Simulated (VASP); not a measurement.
# Pb (Fm-3m) in VASP: further runs

Pb is run at these levels: LDA; tasks: single point.

Everything below comes from runs of VASP 6.6.1. Logs are shortened: lines on timing, memory, paths and dates and some standing lists are left out, and cuts for length are marked.

## (1) The cell of the first run

It takes space group Fm-3m (No. 225, cubic). The conventional cell has a = 4.875 Å, b = 4.875 Å, c = 4.875 Å, α = 90.00°, β = 90.00°, γ = 90.00°. Pb (site symmetry m-3m) has 12 Pb at 3.45 Å within 4.5 Å.

## (2) Single point, LDA

INCAR reads:

```
SYSTEM = Pb
PREC = Accurate
ENCUT = 520
EDIFF = 1E-6
ISMEAR = -1
SIGMA = 0.01
LREAL = .FALSE.
LASPH = .TRUE.
NELM = 100
ALGO = Normal
ISIF = 2
LWAVE = .FALSE.
LCHARG = .TRUE.
GGA = CA
LELF = .TRUE.
LVHAR = .TRUE.
NBANDS = 13
```

KPOINTS reads:

```
Automatic mesh
0
G
  11 11 11
  0 0 0
```

POSCAR reads:

```
Pb
1.0
    0.0000000000      2.4375492138      2.4375492138
    2.4375492138      0.0000000000      2.4375492138
    2.4375492138      2.4375492138      0.0000000000
Pb
1
Direct
    0.0000000000      0.0000000000      0.0000000000
```

Potentials or basis: VASP PAW LDA potentials, release 64 (Pb_d).

Command:

```
$ cat potpaw_LDA.64/Pb_d/POTCAR > POTCAR
$ mpirun -np 1 vasp_std > vasp.out
```

OUTCAR:

```text
SYSTEM = Pb
   PREC = Accurate
   ENCUT = 520
   EDIFF = 1E-6
   ISMEAR = -1
   LREAL = .FALSE.
   LASPH = .TRUE.
   NELM = 100
   ISIF = 2
   GGA = CA

 ion  position               nearest neighbor table
   1  0.000  0.000  0.000-

  LATTYP: Found a face centered cubic cell.
 ALAT       =     4.8750984276

  Lattice vectors:

 A1 = (   0.0000000000,   2.4375492138,   2.4375492138)
 A2 = (   2.4375492138,   0.0000000000,   2.4375492138)
 A3 = (   2.4375492138,   2.4375492138,   0.0000000000)

Analysis of symmetry for initial positions (statically):
=====================================================================
 Subroutine PRICEL returns:
 Original cell was already a primitive cell.

 Routine SETGRP: Setting up the symmetry group for a
 face centered cubic supercell.

 Subroutine GETGRP returns: Found 48 space group operations
 (whereof 48 operations were pure point group operations)
 out of a pool of 48 trial point group operations.

The static configuration has the point symmetry O_h .

Analysis of symmetry for dynamics (positions and initial velocities):
=====================================================================
 Subroutine PRICEL returns:
 Original cell was already a primitive cell.

 Routine SETGRP: Setting up the symmetry group for a
 face centered cubic supercell.

 Subroutine GETGRP returns: Found 48 space group operations
 (whereof 48 operations were pure point group operations)
 out of a pool of 48 trial point group operations.

The dynamic configuration has the point symmetry O_h .

 Subroutine INISYM returns: Found 48 space group operations
 (whereof 48 operations are pure point group operations),
 and found     1 'primitive' translations

----------------------------------------------------------------------------------------

                                     Primitive cell

  volume of cell :      28.9661

  direct lattice vectors                    reciprocal lattice vectors
     0.000000000  2.437549214  2.437549214    -0.205124064  0.205124064  0.205124064
     2.437549214  0.000000000  2.437549214     0.205124064 -0.205124064  0.205124064
     2.437549214  2.437549214  0.000000000     0.205124064  0.205124064 -0.205124064

  length of vectors
     3.447215157  3.447215157  3.447215157     0.355285300  0.355285300  0.355285300

  position of ions in fractional coordinates (direct lattice)
     0.000000000  0.000000000  0.000000000

  ion indices of the primitive-cell ions
   primitive index   ion index
                 1           1

----------------------------------------------------------------------------------------

 KPOINTS: Automatic mesh

Automatic generation of k-mesh.
 Grid dimensions read from file:
 generate k-points for:   11   11   11

 Generating k-lattice:

  Cartesian coordinates                     Fractional coordinates (reciprocal lattice)
    -0.018647642  0.018647642  0.018647642     0.090909091  0.000000000  0.000000000
     0.018647642 -0.018647642  0.018647642     0.000000000  0.090909091  0.000000000
     0.018647642  0.018647642 -0.018647642     0.000000000  0.000000000  0.090909091

  Length of vectors
     0.032298664  0.032298664  0.032298664

  Shift w.r.t. Gamma in fractional coordinates (k-lattice)
     0.000000000  0.000000000  0.000000000

 Subroutine IBZKPT returns following result:
 ===========================================

 Found     56 irreducible k-points:

 Following reciprocal coordinates:
            Coordinates               Weight
  0.000000  0.000000  0.000000      1.000000
  0.090909  0.000000  0.000000      8.000000
  0.181818  0.000000  0.000000      8.000000
  0.272727  0.000000  0.000000      8.000000
  0.363636  0.000000  0.000000      8.000000
  0.454545  0.000000  0.000000      8.000000
[... 16 lines left out ...]
 -0.272727  0.181818  0.000000     24.000000
 -0.181818  0.181818  0.000000     12.000000
 [... further k-points ...]
   k-points           NKPTS =     56   k-points in BZ     NKDIM =     56   number of bands    NBANDS=     13
   number of dos      NEDOS =    301   number of ions     NIONS =      1
   total plane-waves  NPLWV =  21952
   dimension x,y,z NGX =    28 NGY =   28 NGZ =   28
   dimension x,y,z NGXF=    56 NGYF=   56 NGZF=   56
   ions per type =               1
   NGX,Y,Z   is equivalent  to a cutoff of  13.50, 13.50, 13.50 a.u.
   NGXF,Y,Z  is equivalent  to a cutoff of  27.01, 27.01, 27.01 a.u.
 SYSTEM =  Pb
   PREC   = accura    normal or accurate (medium, high low for compatibility)
   ISTART =      0    job   : 0-new  1-cont  2-samecut
   ICHARG =      2    charge: 1-file 2-atom 10-const
   ISPIN  =      1    spin polarized calculation?
   LNONCOLLINEAR =      F non collinear calculations
   LSORBIT =      F    spin-orbit coupling
   LASPH  =      T    aspherical Exc in radial PAW
   ENCUT  =  520.0 eV  38.22 Ry    6.18 a.u.   6.41  6.41  6.41*2*pi/ulx,y,z
   NELM   =    100;   NELMIN=  2; NELMDL= -5     # of ELM steps
   EDIFF  = 0.1E-05   stopping-criterion for ELM
   LREAL  =      F    real-space projection
   EDIFFG = 0.1E-04   stopping-criterion for IOM
   NSW    =      0    number of steps for IOM
   IBRION =     -1    ionic relax: 0-MD 1-quasi-New 2-CG
   NFREE  =      0    steps in history (QN), initial steepest desc. (CG)
   ISIF   =      2    stress and relaxation
   ISYM   =      2    0-nonsym 1-usesym 2-fastsym
   POTIM  = 0.5000    time-step for ionic-motion
   TEBEG  =    0.0;   TEEND  =   0.0 temperature during run
   PSTRESS=    0.0 pullay stress
   NELECT =      14.0000    total number of electrons
   NUPDOWN=      -1.0000    fix difference up-down
   EMIN   =  10.00;   EMAX   =-10.00  energy-range for DOS
   EFERMI =   0.00;   METHOD = LEGACY
   ISMEAR =    -1;   SIGMA  =   0.01  broadening in eV -4-tet -1-fermi 0-gaus
   EFERMI_NEDOS =   21; number of points for ismear=-14 and -15
   IALGO  =     38    algorithm
   IMIX   =      4    mixing-type and parameters
     AMIX     =   0.40;   BMIX     =  1.00
     AMIX_MAG =   1.60;   BMIX_MAG =  1.00
  volume/ion in A,a.u.               =      28.97       195.47
  Fermi-wavevector in a.u.,A,eV,Ry     =   1.284756  2.427838 22.457762  1.650599
  Thomas-Fermi vector in A             =   2.416931
   LORBIT       =      0    0 simple, 1 ext, 2 COOP (PROOUT), +10 PAW based schemes
   GGA     = CA    functional components
   LHFCALC =     F    Hartree Fock is set to
   AEXX    =    0.0000 exact exchange contribution
   IVDW    =     0    specifies the selected vdW correction
   LEPSILON=     F    determine dielectric tensor
   LRPA    =     F    only Hartree local field effects (RPA)
 non-spin polarized calculation
  energy-cutoff  :      520.00
  volume of cell :       28.97
 maximum number of plane-waves:       793
 NGX is ok and might be reduce to    28
   NGX = 13   NGY = 13   NGZ = 13

 number of electron      13.9999999 magnetization

 Free energy of the ion-electron system (eV)
  ---------------------------------------------------
  ext. energy  EPLUGINS =         0.00000000
  ---------------------------------------------------
  free energy    TOTEN  =        -4.25813237 eV

  energy without entropy =       -4.25780791  energy(sigma->0) =       -4.25797014

 E-fermi :   7.6845     XC(G=0): -10.6757

 val. band max:        7.6830189324   @ k =   0.3636   0.2727   0.0000
 cond. band min:       7.7441943160   @ k =  -0.4545   0.3636   0.1818
 fundamental gap:      0.0611753836
 Fermi energy:         7.6845112065

 k-point     1 :       0.0000    0.0000    0.0000
  band No.  band energies     occupation
      1      -9.5127      2.00000
      2      -9.5127      2.00000
      3      -9.5127      2.00000
      4      -9.3487      2.00000
      5      -9.3487      2.00000
      6      -4.5505      2.00000
      7      15.2494      0.00000
      8      15.2494      0.00000
      9      15.2494      0.00000
     10      17.3857      0.00000
     11      19.5916      0.00000
     12      20.3943      0.00000
     13      20.3943      0.00000

 k-point     2 :       0.0909    0.0000    0.0000
  band No.  band energies     occupation
      1      -9.5135      2.00000
      2      -9.4993      2.00000
      3      -9.4993      2.00000
      4      -9.3495      2.00000
      5      -9.3495      2.00000
      6      -4.3837      2.00000
      7      13.4535      0.00000
      8      15.0473      0.00000
      9      15.0473      0.00000
     10      17.1313      0.00000
     11      20.2112      0.00000
     12      20.7525      0.00000
     13      20.7525      0.00000

 k-point     3 :       0.1818    0.0000    0.0000
  band No.  band energies     occupation
      1      -9.5180      2.00000
      2      -9.4755      2.00000
      3      -9.4755      2.00000
      4      -9.3390      2.00000
      5      -9.3390      2.00000
      6      -3.8819      2.00000
      7      10.5139      0.00000
      8      14.5714      0.00000
      9      14.5714      0.00000
     10      16.8843      0.00000
     11      20.2012      0.00000
     12      20.8792      0.00000
     13      20.8792      0.00000
[... 305 lines left out ...]
 k-point    23 :      -0.2727    0.1818    0.0000
  band No.  band energies     occupation
      1      -9.5017      2.00000
      2      -9.4847      2.00000
      3      -9.4089      2.00000
      4      -9.3204      2.00000
      5      -9.2561      2.00000
      6      -1.7914      2.00000
      7       6.4253      2.00000
      8       9.3208      0.00000
      9      13.6544      0.00000
     10      16.4227      0.00000
     11      19.5880      0.00000
     12      20.4547      0.00000
     13      22.1539      0.00000

 k-point    24 :      -0.1818    0.1818    0.0000
  band No.  band energies     occupation
      1      -9.5079      2.00000
      2      -9.4747      2.00000
      3      -9.4020      2.00000
      4      -9.3838      2.00000
      5      -9.2699      2.00000
      6      -2.7813      2.00000
      7       8.4406      0.00000
      8      10.1088      0.00000
      9      14.6421      0.00000
     10      17.4439      0.00000
     11      18.9067      0.00000
     12      20.1848      0.00000
     13      21.0351      0.00000

 [... further k-points ...]

------------------------ aborting loop because EDIFF is reached ----------------------------------------

  FORCE on cell =-STRESS in cart. coord.  units (eV):
  Direction    XX          YY          ZZ          XY          YZ          ZX
  --------------------------------------------------------------------------------------
  -------------------------------------------------------------------------------------
  Total        0.0186229      0.0186229      0.0186229      0.0000000     -0.0000000     -0.0000000
  in kB        1.0300733      1.0300733      1.0300733      0.0000000     -0.0000000     -0.0000000
  external PRESSURE =       1.0300733 kB  Pullay stress =       0.0000000 kB

 VOLUME and BASIS-vectors are now :
 -----------------------------------------------------------------------------
  energy-cutoff  :      520.00
  volume of cell :       28.97
      direct lattice vectors                 reciprocal lattice vectors
     0.000000000  2.437549214  2.437549214    -0.205124064  0.205124064  0.205124064
     2.437549214  0.000000000  2.437549214     0.205124064 -0.205124064  0.205124064
     2.437549214  2.437549214  0.000000000     0.205124064  0.205124064 -0.205124064

 POSITION                                       TOTAL-FORCE (eV/Angst)
 -----------------------------------------------------------------------------------
      0.00000      0.00000      0.00000         0.000000      0.000000      0.000000
 -----------------------------------------------------------------------------------
    total drift:                               -0.000000     -0.000000     -0.000000

  FREE ENERGIE OF THE ION-ELECTRON SYSTEM (eV)
  ---------------------------------------------------
  free  energy   TOTEN  =        -4.2581323653 eV

  energy  without entropy=       -4.2578079061  energy(sigma->0) =       -4.25797014
```

Run time: 23 s. Hardware: 1 thread of Intel Xeon 8259CL, shared host; peak memory 0.15 GiB.

What came out:

```yaml
Free_energy: -4.2581 eV
Pressure: 0.1 GPa
Band_gap_on_the_k_mesh: zero (band 7 reaches 15.25 eV, above the bottom of band 8 at 6.00 eV)
```

Levels at points of the mesh, in eV from the Fermi level:
| k point | band 5 | band 6 | band 7 | band 8 | band 9 | band 10 |
| --- | --- | --- | --- | --- | --- | --- |
| (0.00, 0.00, 0.00) | -17.03 | -12.24 | 7.56 | 7.56 | 7.56 | 9.70 |

Caveat: spin-orbit coupling is left out, which moves the levels of the heavy elements.

(Part 1 of 2 ends here.)
